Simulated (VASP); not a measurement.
# Zr (P6_3/mmc) in VASP: a series of runs

Runs on Zr. Level: PBEsol. Tasks: single point.

Program: VASP 6.6.1. These are calculated values, not measurements. Logs are shortened: lines on timing, memory, paths and dates and some standing lists are left out, and cuts for length are marked.

**1. The cell of the first run**

Symmetry: P6_3/mmc, No. 194, hexagonal system. The conventional cell has a = 3.137 Å, b = 3.137 Å, c = 5.035 Å, α = 90.00°, β = 90.00°, γ = 120.00°. Zr (site symmetry -6m2) has 12 Zr at 3.10 to 3.14 Å within 4.1 Å.

**2. Single point, PBEsol**

Contents of INCAR:

```
SYSTEM = Zr
ALGO = Normal
EDIFF = 1E-6
ENCUT = 520
GGA = PS
ISIF = 2
ISMEAR = 0
LASPH = .TRUE.
LCHARG = .FALSE.
LREAL = .FALSE.
LWAVE = .FALSE.
NBANDS = 19
NELM = 100
PREC = Accurate
SIGMA = 0.1
```

Contents of KPOINTS:

```
k-points
0
G
  9 9 4
  0 0 0
```

Contents of POSCAR:

```
Zr
1.0
    3.1366031170      0.0000000000      0.0000000000
   -1.5683015585      2.7163779809      0.0000000000
    0.0000000000      0.0000000000      5.0346228607
Zr
2
Direct
    0.3333333333      0.6666666667      0.2500000000
    0.6666666667      0.3333333333      0.7500000000
```

Potentials or basis: VASP PAW PBE potentials, release 64 (Zr_sv).

The run is started by

```bash
$ cat potpaw_PBE.64/Zr_sv/POTCAR > POTCAR
$ mpirun -np 1 vasp_std > vasp.out
```

OUTCAR:

```text
SYSTEM = Zr
   EDIFF = 1E-6
   ENCUT = 520
   GGA = PS
   ISIF = 2
   ISMEAR = 0
   LASPH = .TRUE.
   LREAL = .FALSE.
   NELM = 100
   PREC = Accurate

 ion  position               nearest neighbor table
   1  0.333  0.667  0.250-   2 3.10   2 3.10   2 3.10   2 3.10   2 3.10   2 3.10
   2  0.667  0.333  0.750-   1 3.10   1 3.10   1 3.10   1 3.10   1 3.10   1 3.10

  LATTYP: Found a hexagonal cell.
 ALAT       =     3.1366031170
 C/A-ratio  =     1.6051195108

  Lattice vectors:

 A1 = (   3.1366031170,   0.0000000000,   0.0000000000)
 A2 = (  -1.5683015585,   2.7163779809,   0.0000000000)
 A3 = (   0.0000000000,   0.0000000000,   5.0346228607)

Analysis of symmetry for initial positions (statically):
=====================================================================
 Subroutine PRICEL returns:
 Original cell was already a primitive cell.

 Routine SETGRP: Setting up the symmetry group for a
 hexagonal supercell.

 Subroutine GETGRP returns: Found 24 space group operations
 (whereof 12 operations were pure point group operations)
 out of a pool of 24 trial point group operations.

The static configuration has the point symmetry D_3d.
 The point group associated with its full space group is D_6h.

Analysis of symmetry for dynamics (positions and initial velocities):
=====================================================================
 Subroutine PRICEL returns:
 Original cell was already a primitive cell.

 Routine SETGRP: Setting up the symmetry group for a
 hexagonal supercell.

 Subroutine GETGRP returns: Found 24 space group operations
 (whereof 12 operations were pure point group operations)
 out of a pool of 24 trial point group operations.

The dynamic configuration has the point symmetry D_3d.
 The point group associated with its full space group is D_6h.

 Subroutine INISYM returns: Found 24 space group operations
 (whereof 12 operations are pure point group operations),
 and found     1 'primitive' translations

----------------------------------------------------------------------------------------

                                     Primitive cell

  volume of cell :      42.8960

  direct lattice vectors                    reciprocal lattice vectors
     3.136603117  0.000000000  0.000000000     0.318816236  0.184068640  0.000000000
    -1.568301558  2.716377981  0.000000000     0.000000000  0.368137280  0.000000000
[... 76 lines left out ...]
   PREC   = accura    normal or accurate (medium, high low for compatibility)
   ISTART =      0    job   : 0-new  1-cont  2-samecut
   ICHARG =      2    charge: 1-file 2-atom 10-const
   ISPIN  =      1    spin polarized calculation?
   LNONCOLLINEAR =      F non collinear calculations
   LSORBIT =      F    spin-orbit coupling
   LASPH  =      T    aspherical Exc in radial PAW
   ENCUT  =  520.0 eV  38.22 Ry    6.18 a.u.   5.83  5.83  9.36*2*pi/ulx,y,z
   NELM   =    100;   NELMIN=  2; NELMDL= -5     # of ELM steps
   EDIFF  = 0.1E-05   stopping-criterion for ELM
   LREAL  =      F    real-space projection
   EDIFFG = 0.1E-04   stopping-criterion for IOM
   NSW    =      0    number of steps for IOM
   IBRION =     -1    ionic relax: 0-MD 1-quasi-New 2-CG
   NFREE  =      0    steps in history (QN), initial steepest desc. (CG)
   ISIF   =      2    stress and relaxation
   ISYM   =      2    0-nonsym 1-usesym 2-fastsym
   POTIM  = 0.5000    time-step for ionic-motion
   TEBEG  =    0.0;   TEEND  =   0.0 temperature during run
   PSTRESS=    0.0 pullay stress
   NELECT =      24.0000    total number of electrons
   NUPDOWN=      -1.0000    fix difference up-down
   EMIN   =  10.00;   EMAX   =-10.00  energy-range for DOS
   EFERMI =   0.00;   METHOD = LEGACY
   ISMEAR =     0;   SIGMA  =   0.10  broadening in eV -4-tet -1-fermi 0-gaus
   EFERMI_NEDOS =   21; number of points for ismear=-14 and -15
   IALGO  =     38    algorithm
   IMIX   =      4    mixing-type and parameters
     AMIX     =   0.40;   BMIX     =  1.00
     AMIX_MAG =   1.60;   BMIX_MAG =  1.00
  volume/ion in A,a.u.               =      21.45       144.74
  Fermi-wavevector in a.u.,A,eV,Ry     =   1.348983  2.549207 24.759256  1.819754
  Thomas-Fermi vector in A             =   2.476607
   LORBIT       =      0    0 simple, 1 ext, 2 COOP (PROOUT), +10 PAW based schemes
   GGA     = PS    functional components
   LHFCALC =     F    Hartree Fock is set to
   AEXX    =    0.0000 exact exchange contribution
   IVDW    =     0    specifies the selected vdW correction
   LEPSILON=     F    determine dielectric tensor
   LRPA    =     F    only Hartree local field effects (RPA)
 non-spin polarized calculation
 Gauss-broadening in eV      SIGMA  =   0.10
  energy-cutoff  :      520.00
  volume of cell :       42.90
 maximum number of plane-waves:      1182
 NGX is ok and might be reduce to    24
   NGX = 11   NGY = 11   NGZ = 19

 number of electron      23.9999999 magnetization

 Free energy of the ion-electron system (eV)
  ---------------------------------------------------
  ext. energy  EPLUGINS =         0.00000000
  ---------------------------------------------------
  free energy    TOTEN  =       -18.13867599 eV

  energy without entropy =      -18.12642879  energy(sigma->0) =      -18.13255239

 E-fermi :   9.8345     XC(G=0): -11.5847

 val. band max:        9.8085069812   @ k =   0.0000   0.0000   0.5000
 cond. band min:       9.8403547214   @ k =   0.3333   0.2222   0.2500
 fundamental gap:      0.0318477402
 Fermi energy:         9.8345123640

 k-point     1 :       0.0000    0.0000    0.0000
  band No.  band energies     occupation
      1     -38.7936      2.00000
      2     -38.5813      2.00000
      3     -17.4909      2.00000
      4     -16.3700      2.00000
      5     -16.3700      2.00000
      6     -16.1950      2.00000
[... 505 lines left out ...]
      6     -16.7747      2.00000
[... 11 lines left out ...]
     18      14.6418      0.00000
     19      17.4139      0.00000

 [... further k-points ...]
[... 5 lines left out ...]
  --------------------------------------------------------------------------------------
  -------------------------------------------------------------------------------------
  Total        1.4299990      1.4299990      1.4582207      0.0000000      0.0000000      0.0000000
  in kB       53.4108625     53.4108625     54.4649508      0.0000000      0.0000000      0.0000000
  external PRESSURE =      53.7622253 kB  Pullay stress =       0.0000000 kB

 VOLUME and BASIS-vectors are now :
 -----------------------------------------------------------------------------
  energy-cutoff  :      520.00
  volume of cell :       42.90
      direct lattice vectors                 reciprocal lattice vectors
     3.136603117  0.000000000  0.000000000     0.318816236  0.184068640  0.000000000
    -1.568301558  2.716377981  0.000000000     0.000000000  0.368137280  0.000000000
     0.000000000  0.000000000  5.034622861     0.000000000  0.000000000  0.198624610

 POSITION                                       TOTAL-FORCE (eV/Angst)
 -----------------------------------------------------------------------------------
     -0.00000      1.81092      1.25866        -0.000000      0.000000      0.000000
      1.56830      0.90546      3.77597         0.000000     -0.000000      0.000000
 -----------------------------------------------------------------------------------
    total drift:                               -0.000000      0.000000     -0.000000

  FREE ENERGIE OF THE ION-ELECTRON SYSTEM (eV)
  ---------------------------------------------------
  free  energy   TOTEN  =       -18.1386759945 eV

  energy  without entropy=      -18.1264287918  energy(sigma->0) =      -18.13255239
```

OSZICAR:

```text
N       E                     dE             d eps       ncg     rms          rms(c)
DAV:   1     0.216880286839E+03    0.21688E+03   -0.13255E+04  1368   0.127E+03
DAV:   2    -0.248699394524E+01   -0.21937E+03   -0.21485E+03  1586   0.372E+02
DAV:   3    -0.184687933772E+02   -0.15982E+02   -0.15805E+02  2484   0.723E+01
DAV:   4    -0.188519947217E+02   -0.38320E+00   -0.38292E+00  1567   0.115E+01
DAV:   5    -0.188637097889E+02   -0.11715E-01   -0.11714E-01  1992   0.136E+00    0.175E+01
DAV:   6    -0.182536594013E+02    0.61005E+00   -0.89435E-01  1477   0.727E+00    0.724E+00
DAV:   7    -0.181333523016E+02    0.12031E+00   -0.61111E-01  1933   0.518E+00    0.117E+00
DAV:   8    -0.181385384187E+02   -0.51861E-02   -0.38425E-02  1763   0.159E+00    0.219E-01
DAV:   9    -0.181386986310E+02   -0.16021E-03   -0.10815E-03  1845   0.289E-01    0.263E-02
DAV:  10    -0.181386741569E+02    0.24474E-04   -0.34290E-05  1928   0.399E-02    0.215E-02
DAV:  11    -0.181386760967E+02   -0.19398E-05   -0.85583E-06  1505   0.321E-02    0.294E-03
DAV:  12    -0.181386759945E+02    0.10215E-06   -0.16242E-07   843   0.291E-03
   1 F= -.18138676E+02 E0= -.18132552E+02  d E =-.122472E-01
```

It took 11 s on 1 thread of Intel Xeon 6975P-C (Granite Rapids), shared host; peak memory 0.16 GiB.

What came out:

```yaml
Free_energy: -18.1387 eV
Pressure: 5.4 GPa
Band_gap_on_the_k_mesh: zero (band 12 reaches 10.67 eV, above the bottom of band 13 at 9.76 eV)
```

Caveat: the PAW data sets were made with another functional, which shifts forces and pressure a little.

**3. Single point, PBEsol**

Contents of INCAR:

```
  PREC = Accurate
  ENCUT = 520
  EDIFF = 1E-6
  ISMEAR = 0
  SIGMA = 0.1
  LREAL = False
  LASPH = True
  NELM = 100
  ALGO = Normal
  ISIF = 2
  LWAVE = False
  LCHARG = False
  GGA = PS
  NBANDS = 19
```

Contents of KPOINTS:

```
regular mesh
0
Gamma
  9 9 4
```

POSCAR is that of step 2.

Potentials or basis: VASP PAW PBE potentials, release 64 (Zr_sv).

The run is started by

```bash
$ cat potpaw_PBE.64/Zr_sv/POTCAR > POTCAR
$ mpirun -np 1 vasp_std > vasp.out
```

It took 11 s on 1 thread of Intel Xeon 6975P-C (Granite Rapids), shared host; peak memory 0.16 GiB.

The run converged. Its results:

```yaml
Free_energy: -18.1387 eV
Pressure: 5.4 GPa
Band_gap_on_the_k_mesh: zero (band 12 reaches 10.67 eV, above the bottom of band 13 at 9.76 eV)
```

Stress tensor (GPa, compression positive):
```
5.34 0.00 0.00
0.00 5.34 0.00
0.00 0.00 5.45
```

Levels at points of the mesh, in eV from the Fermi level:
| k point | band 10 | band 11 | band 12 | band 13 | band 14 | band 15 |
| --- | --- | --- | --- | --- | --- | --- |
| (0.00, 0.00, 0.00) | -3.31 | 0.84 | 0.84 | 0.93 | 1.44 | 1.60 |
| (0.00, 0.00, 0.50) | -4.04 | -0.03 | -0.03 | 0.75 | 0.75 | 0.75 |

Caveat: the PAW data sets were made with another functional, which shifts forces and pressure a little.
